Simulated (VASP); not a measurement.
# Re (Fm-3m) in VASP: single point with PBEsol

Aim: the single point of Re with PBEsol.

Everything below comes from runs of VASP 6.6.1. Logs are shortened: lines on timing, memory, paths and dates and some standing lists are left out, and cuts for length are marked.

### 1 The cell of the first run

Symmetry: Fm-3m, No. 225, cubic system. Conventional cell: a = 3.881 Å, b = 3.881 Å, c = 3.881 Å, α = 90.00°, β = 90.00°, γ = 90.00°. Re (site symmetry m-3m) has 12 Re at 2.74 Å within 3.6 Å.

This isn't the form of Re at room conditions, which is hcp.

### 2 Single point, PBEsol, non-collinear spin, zero start, spin-orbit coupling

INCAR reads:

```
SYSTEM = Re
ALGO     = Normal         ! electronic algorithm
EDIFF    = 1E-6           ! SCF threshold, eV
ENCUT    = 600            ! plane-wave cutoff, eV
GGA      = PS             ! functional
GGA_COMPAT= .FALSE.      
ISIF     = 2              ! what is computed and relaxed
ISMEAR   = 0              ! smearing method
LASPH    = .TRUE.         ! aspherical terms in the spheres
LCHARG   = .FALSE.        ! write CHGCAR
LMAXMIX  = 4              ! l up to which the mixer works
LORBIT   = 11             ! projections on sites
LORBMOM  = .TRUE.       
LREAL    = .FALSE.        ! projectors in reciprocal space
LSORBIT  = .TRUE.         ! spin-orbit coupling
LWAVE    = .FALSE.        ! write WAVECAR
MAGMOM   = 0 0 0          ! initial moments
NBANDS   = 18             ! bands
NELM     = 200            ! most SCF steps
PREC     = Accurate       ! precision mode
SIGMA    = 0.1            ! smearing width, eV
```

KPOINTS reads:

```
k-points
0
G
  18 18 18
  0 0 0
```

POSCAR reads:

```
Re
1.0
    0.0000000000      1.9402706406      1.9402706406
    1.9402706406      0.0000000000      1.9402706406
    1.9402706406      1.9402706406      0.0000000000
Re
1
Direct
    0.0000000000      0.0000000000      0.0000000000
```

Potentials or basis: VASP PAW PBE potentials, release 64 (Re).

On the command line:

```sh
$ cat potpaw_PBE.64/Re/POTCAR > POTCAR
$ mpirun -np 1 vasp_ncl > vasp.out
```

OUTCAR:

```text
SYSTEM = Re
   EDIFF = 1E-6
   ENCUT = 600
   GGA = PS
   ISIF = 2
   ISMEAR = 0
   LASPH = .TRUE.
   LORBIT = 11
   LREAL = .FALSE.
   LSORBIT = .TRUE.
   NELM = 200
   PREC = Accurate

 ion  position               nearest neighbor table
   1  0.000  0.000  0.000-

  LATTYP: Found a face centered cubic cell.
 ALAT       =     3.8805412812

  Lattice vectors:

 A1 = (   0.0000000000,   1.9402706406,   1.9402706406)
 A2 = (   1.9402706406,   0.0000000000,   1.9402706406)
 A3 = (   1.9402706406,   1.9402706406,   0.0000000000)

Analysis of symmetry for initial positions (statically):
=====================================================================
 Subroutine PRICEL returns:
 Original cell was already a primitive cell.

 Routine SETGRP: Setting up the symmetry group for a
 face centered cubic supercell.

 Subroutine GETGRP returns: Found 48 space group operations
 (whereof 48 operations were pure point group operations)
 out of a pool of 48 trial point group operations.

The static configuration has the point symmetry O_h .

Analysis of symmetry for dynamics (positions and initial velocities):
=====================================================================
 Subroutine PRICEL returns:
 Original cell was already a primitive cell.

 Routine SETGRP: Setting up the symmetry group for a
 face centered cubic supercell.

 Subroutine GETGRP returns: Found 48 space group operations
 (whereof 48 operations were pure point group operations)
 out of a pool of 48 trial point group operations.

The dynamic configuration has the point symmetry O_h .

Analysis of structural, dynamic, and magnetic symmetry:
=====================================================================
 Subroutine PRICEL returns:
 Original cell was already a primitive cell.

 Routine SETGRP: Setting up the symmetry group for a
 face centered cubic supercell.

 Subroutine GETGRP returns: Found 48 space group operations
 (whereof 48 operations were pure point group operations)
 out of a pool of 48 trial point group operations.

The overall configuration has the point symmetry O_h .

 Subroutine INISYM returns: Found 48 space group operations
 (whereof 48 operations are pure point group operations),
 and found     1 'primitive' translations

----------------------------------------------------------------------------------------

                                     Primitive cell

[... 151 lines left out ...]
      3       5.9004      1.00000
      4       5.9004      1.00000
      5       5.9004      1.00000
      6       5.9004      1.00000
[... 481 lines left out ...]
      5       6.2732      1.00000
      6       6.2732      1.00000
[... 10 lines left out ...]
     17      30.4647      0.00000
     18      30.4659      0.00000

 [... further k-points ...]

------------------------ aborting loop because EDIFF is reached ----------------------------------------

  FORCE on cell =-STRESS in cart. coord.  units (eV):
  Direction    XX          YY          ZZ          XY          YZ          ZX
  --------------------------------------------------------------------------------------
  -------------------------------------------------------------------------------------
  Total        0.0626111      0.0626111      0.0626111      0.0000000      0.0000000     -0.0000000
  in kB        6.8666465      6.8666465      6.8666465      0.0000000      0.0000000     -0.0000000
  external PRESSURE =       6.8666465 kB  Pullay stress =       0.0000000 kB

 VOLUME and BASIS-vectors are now :
 -----------------------------------------------------------------------------
  energy-cutoff  :      600.00
  volume of cell :       14.61
      direct lattice vectors                 reciprocal lattice vectors
     0.000000000  1.940270641  1.940270641    -0.257696009  0.257696009  0.257696009
     1.940270641  0.000000000  1.940270641     0.257696009 -0.257696009  0.257696009
     1.940270641  1.940270641  0.000000000     0.257696009  0.257696009 -0.257696009

 POSITION                                       TOTAL-FORCE (eV/Angst)
 -----------------------------------------------------------------------------------
      0.00000      0.00000      0.00000         0.000000     -0.000000      0.000000
 -----------------------------------------------------------------------------------
    total drift:                               -0.000000      0.000000      0.000000

  FREE ENERGIE OF THE ION-ELECTRON SYSTEM (eV)
  ---------------------------------------------------
  free  energy   TOTEN  =       -13.6272585741 eV

  energy  without entropy=      -13.6234621289  energy(sigma->0) =      -13.62536035

 orbital moment (x)

 # of ion     p       d       tot
 ----------------------------------------
  1         0.000   0.000   0.000
 ----------------------------------------
            0.000   0.000   0.000

 orbital moment (y)

 # of ion     p       d       tot
 ----------------------------------------
  1         0.000   0.000   0.000
 ----------------------------------------
            0.000   0.000   0.000

 orbital moment (z)

 # of ion     p       d       tot
 ----------------------------------------
  1         0.000   0.000   0.000
 ----------------------------------------
            0.000   0.000   0.000

 Spin-Orbit-Coupling matrix elements

 Ion:    1  E_soc:     -0.6567596
 l=   1
     0.0000000    -0.0429574    -0.0429574
    -0.0429574     0.0000000    -0.0429574
    -0.0429574    -0.0429574     0.0000000
 l=   2
     0.0000000    -0.0127527     0.0000000    -0.0127527    -0.0537498
    -0.0127527     0.0000000    -0.0403124    -0.0127527    -0.0134375
     0.0000000    -0.0403124     0.0000000    -0.0403124     0.0000000
    -0.0127527    -0.0127527    -0.0403124     0.0000000    -0.0134375
    -0.0537498    -0.0134375     0.0000000    -0.0134375     0.0000000
 l=   3
     0.0000000     0.0000000     0.0000000     0.0000000     0.0000000     0.0000000     0.0000000
     0.0000000     0.0000000     0.0000000     0.0000000     0.0000000     0.0000000     0.0000000
     0.0000000     0.0000000     0.0000000     0.0000000     0.0000000     0.0000000     0.0000000
     0.0000000     0.0000000     0.0000000     0.0000000     0.0000000     0.0000000     0.0000000
     0.0000000     0.0000000     0.0000000     0.0000000     0.0000000     0.0000000     0.0000000
     0.0000000     0.0000000     0.0000000     0.0000000     0.0000000     0.0000000     0.0000000
     0.0000000     0.0000000     0.0000000     0.0000000     0.0000000     0.0000000     0.0000000

 total charge

# of ion       s       p       d       tot
------------------------------------------
    1        0.628   0.707   4.837   6.171

 magnetization (x)

# of ion       s       p       d       tot
------------------------------------------
    1       -0.000   0.000   0.000  -0.000

 magnetization (y)

# of ion       s       p       d       tot
------------------------------------------
    1        0.000  -0.000  -0.000  -0.000

 magnetization (z)

# of ion       s       p       d       tot
------------------------------------------
    1       -0.000  -0.000   0.000  -0.000
```

stdout:

```text
POSCAR found type information on POSCAR Re
 POSCAR found :  1 types and       1 ions
 scaLAPACK will be used
 -----------------------------------------------------------------------------
|                                                                             |
|                                                                             |
|     You enforced a specific xc type in the INCAR file but a different       |
|     I HOPE YOU KNOW WHAT YOU ARE DOING!                                     |
|                                                                             |
 -----------------------------------------------------------------------------

 LDA part: xc-table for (Slater+PW92), standard interpolation
 POSCAR, INCAR and KPOINTS ok, starting setup
 FFT: planning ... GRIDC
 FFT: planning ... GRID_SOFT
 FFT: planning ... GRID
 WAVECAR not read
 entering main loop
```

Run time: 4.7 min. Hardware: 1 thread of Intel Xeon 8259CL, shared host; peak memory 0.27 GiB.

What came out:

- Free energy: -13.6273 eV
- Pressure: 0.7 GPa
- Net moment: 0.00 μB per cell
- Valence electrons inside the program's atomic spheres: Re 6.17

Moments on the atoms (μB; x, y, z):
```
Re  0.00 0.00 0.00
```

Caveat: the PAW data sets were made with another functional, which shifts forces and pressure a little.
